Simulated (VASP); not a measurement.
# TaTi4 (Fmmm) in VASP: relaxation of cell and atoms with PBE

Aim: the relaxation of cell and atoms of TaTi4 with PBE.

Everything below comes from runs of VASP 6.6.1. Logs are shortened: lines on timing, memory, paths and dates and some standing lists are left out, and cuts for length are marked.

## 1. The cell of the first run

It takes space group Fmmm (No. 69, orthorhombic). Conventional cell: a = 3.260 Å, b = 4.610 Å, c = 23.050 Å, α = 90.00°, β = 90.00°, γ = 90.00°. Within 3.7 Å of Ti (site symmetry mm2) lie 14 Ti at 2.82 to 3.26 Å. Ti (site symmetry mm2) has 4 Ta at 2.82 to 3.26 Å and 10 Ti at 2.82 to 3.26 Å within 3.7 Å. Ta (site symmetry mmm) has 8 Ti at 2.82 to 3.26 Å and 6 Ta at 2.82 to 3.26 Å within 3.7 Å.

## 2. Relaxation of cell and atoms, PBE

The input, INCAR:

```
  ALGO = Fast
  EDIFF = 1E-6
  EDIFFG = -0.08
  ENCUT = 600
  GGA = PE
  IBRION = 2
  ISIF = 3
  ISMEAR = 0
  LASPH = True
  LCHARG = False
  LREAL = False
  LWAVE = False
  NELM = 60
  NSW = 36
  PREC = Accurate
  SIGMA = 0.2
```

The input, KPOINTS:

```
k-points
0
Gamma
  6 6 6
```

The input, POSCAR:

```
TaTi4
1.0
    0.0000000000      2.3050000000     11.5250000000
    1.6300000000      0.0000000000     11.5250000000
    1.6300000000      2.3050000000      0.0000000000
Ti Ta
4 1
Direct
    0.2000000000      0.2000000000      0.8000000000
    0.6000000000      0.6000000000      0.4000000000
    0.4000000000      0.4000000000      0.6000000000
    0.8000000000      0.8000000000      0.2000000000
    0.0000000000      0.0000000000      0.0000000000
```

Potentials or basis: VASP PAW PBE potentials, release 64 (Ti_sv, Ta_pv).

On the command line:

```bash
> cat potpaw_PBE.64/Ti_sv/POTCAR potpaw_PBE.64/Ta_pv/POTCAR > POTCAR
> mpirun -np 1 vasp_std > vasp.out
```

OUTCAR:

```text
EDIFF = 1E-6
   EDIFFG = -0.08
   ENCUT = 600
   GGA = PE
   IBRION = 2
   ISIF = 3
   ISMEAR = 0
   LASPH = True
   LREAL = False
   NELM = 60
   NSW = 36
   PREC = Accurate

 ion  position               nearest neighbor table
   1  0.200  0.200  0.800-   4 2.82   4 2.82   2 2.82   2 2.82
   2  0.600  0.600  0.400-   1 2.82   1 2.82   5 2.82   5 2.82   5 3.26   5 3.26
   3  0.400  0.400  0.600-   5 2.82   5 2.82   4 2.82   4 2.82   5 3.26   5 3.26
   4  0.800  0.800  0.200-   1 2.82   1 2.82   3 2.82   3 2.82
   5  0.000  0.000  0.000-   2 2.82   2 2.82   3 2.82   3 2.82   3 3.26   2 3.26   2 3.26   3 3.26

  LATTYP: Found a face centered orthorhombic cell.
 ALAT       =     3.2600000000
 B/A-ratio  =     1.4141104294
 C/A-ratio  =     7.0705521472

  Lattice vectors:

 A1 = (   0.0000000000,   2.3050000000,  11.5250000000)
 A2 = (   1.6300000000,   0.0000000000,  11.5250000000)
 A3 = (   1.6300000000,   2.3050000000,   0.0000000000)

Analysis of symmetry for initial positions (statically):
=====================================================================
 Subroutine PRICEL returns:
 Original cell was already a primitive cell.

 Routine SETGRP: Setting up the symmetry group for a
 face centered orthorhombic supercell.

 Subroutine GETGRP returns: Found  8 space group operations
 (whereof  8 operations were pure point group operations)
 out of a pool of  8 trial point group operations.

The static configuration has the point symmetry D_2h.

Analysis of symmetry for dynamics (positions and initial velocities):
=====================================================================
 Subroutine PRICEL returns:
 Original cell was already a primitive cell.

 Routine SETGRP: Setting up the symmetry group for a
 face centered orthorhombic supercell.

 Subroutine GETGRP returns: Found  8 space group operations
 (whereof  8 operations were pure point group operations)
 out of a pool of  8 trial point group operations.

The dynamic configuration has the point symmetry D_2h.

 Subroutine INISYM returns: Found  8 space group operations
 (whereof  8 operations are pure point group operations),
 and found     1 'primitive' translations

----------------------------------------------------------------------------------------

                                     Primitive cell

  volume of cell :      86.6023

  direct lattice vectors                    reciprocal lattice vectors
     0.000000000  2.305000000 11.525000000    -0.306748466  0.216919740  0.043383948
     1.630000000  0.000000000 11.525000000     0.306748466 -0.216919740  0.043383948
     1.630000000  2.305000000  0.000000000     0.306748466  0.216919740 -0.043383948

  length of vectors
    11.753239979 11.639696087  2.823105559     0.378194344  0.378194344  0.378194344

  position of ions in fractional coordinates (direct lattice)
     0.200000000  0.200000000  0.800000000
     0.600000000  0.600000000  0.400000000
     0.400000000  0.400000000  0.600000000
     0.800000000  0.800000000  0.200000000
     0.000000000  0.000000000  0.000000000

  ion indices of the primitive-cell ions
   primitive index   ion index
                 1           1
                 2           2
                 3           3
                 4           4
                 5           5

----------------------------------------------------------------------------------------

 KPOINTS: k-points

Automatic generation of k-mesh.
 Grid dimensions read from file:
 generate k-points for:    6    6    6

 Generating k-lattice:

  Cartesian coordinates                     Fractional coordinates (reciprocal lattice)
    -0.051124744  0.036153290  0.007230658     0.166666667  0.000000000  0.000000000
     0.051124744 -0.036153290  0.007230658     0.000000000  0.166666667  0.000000000
     0.051124744  0.036153290 -0.007230658     0.000000000  0.000000000  0.166666667

  Length of vectors
     0.063032391  0.063032391  0.063032391

  Shift w.r.t. Gamma in fractional coordinates (k-lattice)
     0.000000000  0.000000000  0.000000000

 Subroutine IBZKPT returns following result:
 ===========================================

 Found     46 irreducible k-points:

 Following reciprocal coordinates:
            Coordinates               Weight
  0.000000  0.000000  0.000000      1.000000
  0.166667 -0.000000  0.000000      8.000000
  0.333333  0.000000 -0.000000      8.000000
  0.500000 -0.000000  0.000000      4.000000
  0.166667  0.166667  0.000000      2.000000
  0.333333  0.166667  0.000000      8.000000
[... 16 lines left out ...]
 -0.166667  0.166667  0.166667      8.000000
  0.500000  0.333333  0.166667      4.000000
 [... further k-points ...]
   k-points           NKPTS =     46   k-points in BZ     NKDIM =     46   number of bands    NBANDS=     35
   number of dos      NEDOS =    301   number of ions     NIONS =      5
   total plane-waves  NPLWV = 221184
   dimension x,y,z NGX =    96 NGY =   96 NGZ =   24
   dimension x,y,z NGXF=   192 NGYF=  192 NGZF=   48
   ions per type =               4   1
   NGX,Y,Z   is equivalent  to a cutoff of  13.58, 13.71, 14.13 a.u.
   NGXF,Y,Z  is equivalent  to a cutoff of  27.16, 27.42, 28.27 a.u.
 SYSTEM =  unknown system
   PREC   = accura    normal or accurate (medium, high low for compatibility)
   ISTART =      0    job   : 0-new  1-cont  2-samecut
   ICHARG =      2    charge: 1-file 2-atom 10-const
   ISPIN  =      1    spin polarized calculation?
   LNONCOLLINEAR =      F non collinear calculations
   LSORBIT =      F    spin-orbit coupling
   LASPH  =      T    aspherical Exc in radial PAW
   ENCUT  =  600.0 eV  44.10 Ry    6.64 a.u.  23.47 23.25  5.64*2*pi/ulx,y,z
   NELM   =     60;   NELMIN=  2; NELMDL= -5     # of ELM steps
   EDIFF  = 0.1E-05   stopping-criterion for ELM
   LREAL  =      F    real-space projection
   EDIFFG = -.8E-01   stopping-criterion for IOM
   NSW    =     36    number of steps for IOM
   IBRION =      2    ionic relax: 0-MD 1-quasi-New 2-CG
   NFREE  =      1    steps in history (QN), initial steepest desc. (CG)
   ISIF   =      3    stress and relaxation
   ISYM   =      2    0-nonsym 1-usesym 2-fastsym
   POTIM  = 0.5000    time-step for ionic-motion
   TEBEG  =    0.0;   TEEND  =   0.0 temperature during run
   PSTRESS=    0.0 pullay stress
   NELECT =      59.0000    total number of electrons
   NUPDOWN=      -1.0000    fix difference up-down
   EMIN   =  10.00;   EMAX   =-10.00  energy-range for DOS
   EFERMI =   0.00;   METHOD = LEGACY
   ISMEAR =     0;   SIGMA  =   0.20  broadening in eV -4-tet -1-fermi 0-gaus
   EFERMI_NEDOS =   21; number of points for ismear=-14 and -15
   IALGO  =     68    algorithm
   IMIX   =      4    mixing-type and parameters
     AMIX     =   0.40;   BMIX     =  1.00
     AMIX_MAG =   1.60;   BMIX_MAG =  1.00
  volume/ion in A,a.u.               =      17.32       116.88
  Fermi-wavevector in a.u.,A,eV,Ry     =   1.440508  2.722165 28.232951  2.075063
  Thomas-Fermi vector in A             =   2.559244
   LORBIT       =      0    0 simple, 1 ext, 2 COOP (PROOUT), +10 PAW based schemes
   GGA     = PE    functional components
   LHFCALC =     F    Hartree Fock is set to
   AEXX    =    0.0000 exact exchange contribution
   IVDW    =     0    specifies the selected vdW correction
   LEPSILON=     F    determine dielectric tensor
   LRPA    =     F    only Hartree local field effects (RPA)
 conjugate gradient relaxation of ions
 non-spin polarized calculation
 RMM-DIIS sequential band-by-band and
 Gauss-broadening in eV      SIGMA  =   0.20
  energy-cutoff  :      600.00
  volume of cell :       86.60
 maximum number of plane-waves:      2921
 NGX is ok and might be reduce to    96
   NGX = 47   NGY = 47   NGZ = 11

--------------------------------------- Ionic step        1  -------------------------------------------

 number of electron      59.0000000 magnetization

 Free energy of the ion-electron system (eV)
  ---------------------------------------------------
  ext. energy  EPLUGINS =         0.00000000
  ---------------------------------------------------
  free energy    TOTEN  =       -42.73312862 eV

  energy without entropy =      -42.50149405  energy(sigma->0) =      -42.61731133

------------------------ aborting loop because EDIFF is reached ----------------------------------------

  FORCE on cell =-STRESS in cart. coord.  units (eV):
  Direction    XX          YY          ZZ          XY          YZ          ZX
  --------------------------------------------------------------------------------------
  -------------------------------------------------------------------------------------
  Total        0.7805782      0.6310547      0.5311666     -0.0000000      0.0000000      0.0000000
  in kB       14.4410091     11.6747652      9.8267950     -0.0000000      0.0000000      0.0000000
  external PRESSURE =      11.9808564 kB  Pullay stress =       0.0000000 kB

 VOLUME and BASIS-vectors are now :
 -----------------------------------------------------------------------------
  energy-cutoff  :      600.00
  volume of cell :       86.60
      direct lattice vectors                 reciprocal lattice vectors
     0.000000000  2.305000000 11.525000000    -0.306748466  0.216919740  0.043383948
     1.630000000  0.000000000 11.525000000     0.306748466 -0.216919740  0.043383948
     1.630000000  2.305000000  0.000000000     0.306748466  0.216919740 -0.043383948
[... 79 lines left out ...]
 POSITION                                       TOTAL-FORCE (eV/Angst)
 -----------------------------------------------------------------------------------
      1.63716      2.31318      4.62700         0.000000      0.000000      0.099088
      1.63716      2.31318     13.87126         0.000000      0.000000     -0.023312
      1.63716      2.31318      9.24761         0.000000      0.000000      0.023312
      1.63716      2.31318     18.49188         0.000000      0.000000     -0.099088
      0.00000      0.00000      0.00000         0.000000      0.000000     -0.000000
 -----------------------------------------------------------------------------------
    total drift:                               -0.000000     -0.000000      0.000000

  FREE ENERGIE OF THE ION-ELECTRON SYSTEM (eV)
  ---------------------------------------------------
  free  energy   TOTEN  =       -42.7371660193 eV

  energy  without entropy=      -42.5016977256  energy(sigma->0) =      -42.61943187

--------------------------------------- Ionic step        4  -------------------------------------------

 number of electron      59.0000003 magnetization

 Free energy of the ion-electron system (eV)
  ---------------------------------------------------
  ext. energy  EPLUGINS =         0.00000000
  ---------------------------------------------------
  free energy    TOTEN  =       -42.73836242 eV

  energy without entropy =      -42.50360983  energy(sigma->0) =      -42.62098613

 E-fermi :   7.5578     XC(G=0): -11.7251

 val. band max:        7.5566299897   @ k =  -0.3333   0.1667   0.3333
 cond. band min:       7.5604022356   @ k =  -0.1667   0.5000   0.3333
 fundamental gap:      0.0037722459
 Fermi energy:         7.5577895779

 k-point     1 :       0.0000    0.0000    0.0000
  band No.  band energies     occupation
      1     -48.9818      2.00000
      2     -48.9446      2.00000
      3     -48.9072      2.00000
      4     -48.8773      2.00000
      5     -26.2808      2.00000
      6     -25.7504      2.00000
[... 901 lines left out ...]
     34       8.4352      0.00000
     35       9.0627      0.00000

 [... further k-points ...]

------------------------ aborting loop because EDIFF is reached ----------------------------------------

  FORCE on cell =-STRESS in cart. coord.  units (eV):
  Direction    XX          YY          ZZ          XY          YZ          ZX
  --------------------------------------------------------------------------------------
  -------------------------------------------------------------------------------------
  Total        0.0784522     -0.1013020     -0.1339467      0.0000000      0.0000000      0.0000000
  in kB        1.4358433     -1.8540431     -2.4515102      0.0000000      0.0000000      0.0000000
  external PRESSURE =      -0.9565700 kB  Pullay stress =       0.0000000 kB

 VOLUME and BASIS-vectors are now :
 -----------------------------------------------------------------------------
  energy-cutoff  :      600.00
  volume of cell :       87.54
      direct lattice vectors                 reciprocal lattice vectors
    -0.000000000  2.312401932 11.547166379    -0.305021112  0.216225386  0.043300666
     1.639230794 -0.000000000 11.547166379     0.305021112 -0.216225386  0.043300666
     1.639230794  2.312401932  0.000000000     0.305021112  0.216225386 -0.043300666

 POSITION                                       TOTAL-FORCE (eV/Angst)
 -----------------------------------------------------------------------------------
      1.63923      2.31240      4.62706        -0.000000      0.000000      0.073028
      1.63923      2.31240     13.85550        -0.000000      0.000000     -0.010805
      1.63923      2.31240      9.23884        -0.000000      0.000000      0.010805
      1.63923      2.31240     18.46727        -0.000000      0.000000     -0.073028
      1.63923      2.31240     23.09433         0.000000     -0.000000      0.000000
 -----------------------------------------------------------------------------------
    total drift:                                0.000000      0.000000      0.000000

  FREE ENERGIE OF THE ION-ELECTRON SYSTEM (eV)
  ---------------------------------------------------
  free  energy   TOTEN  =       -42.7383624178 eV

  energy  without entropy=      -42.5036098342  energy(sigma->0) =      -42.62098613

 reached required accuracy - stopping structural energy minimisation
```

It took 66 min on 1 thread of AMD EPYC 9R45 (Zen 5), shared host; peak memory 0.56 GiB.

What came out:

| Property | Result |
| --- | --- |
| Free energy | -42.7384 eV |
| Relaxed volume | 17.51 Å³/atom |
| Relaxed cell | a = 11.776 Å, b = 11.663 Å, c = 2.834 Å, α = 85.34°, β = 80.78°, γ = 13.88° |
| Space group after relaxing (to 0.1 Å) | Fmmm (No. 69) |
| Energy gained by relaxing | 1.0 meV/atom |
| Ionic steps | 4 |
| Pressure after relaxing | -0.1 GPa |
| Largest force after relaxing | 0.073 eV/Å |
| Band gap on the k mesh | zero (an odd number of electrons rules out a gap without spin polarisation) |

Forces on the atoms (eV/Å):
```
Ti   0.000  0.000  0.073
Ti   0.000  0.000 -0.011
Ti   0.000  0.000  0.011
Ti   0.000  0.000 -0.073
Ta   0.000  0.000  0.000
```

Stress tensor (GPa, compression positive):
```
 0.14  0.00  0.00
 0.00 -0.19  0.00
 0.00  0.00 -0.25
```

The path:
| step | energy change (eV) | largest force (eV/Å) | pressure (GPa) | volume (Å³) |
| --- | --- | --- | --- | --- |
| 1 | 0.0000 | 0.1138 | 1.20 | 86.60 |
| 2 | -0.0021 | 0.0870 | -0.92 | 88.24 |
| 3 | -0.0040 | 0.0991 | -0.15 | 87.55 |
| 4 | -0.0052 | 0.0730 | -0.10 | 87.54 |

Final structure:
```xyz
5
Lattice="0.0000 2.3124 11.5472 1.6392 0.0000 11.5472 1.6392 2.3124 0.0000" Properties=species:S:1:pos:R:3 pbc="T T T"
Ti    1.6392    2.3124    4.6271
Ti    1.6392    2.3124   13.8555
Ti    1.6392    2.3124    9.2388
Ti    1.6392    2.3124   18.4673
Ta    1.6392    2.3124   23.0943
```

Caveat: the k points lie up to 0.39 Å⁻¹ apart in the final cell, too coarse for converged energies and pressures of a metal; spin-orbit coupling is left out, which moves the levels of the heavy elements; the relaxation stopped at a loose force limit of 0.08 eV/Å, so its end isn't a converged minimum.
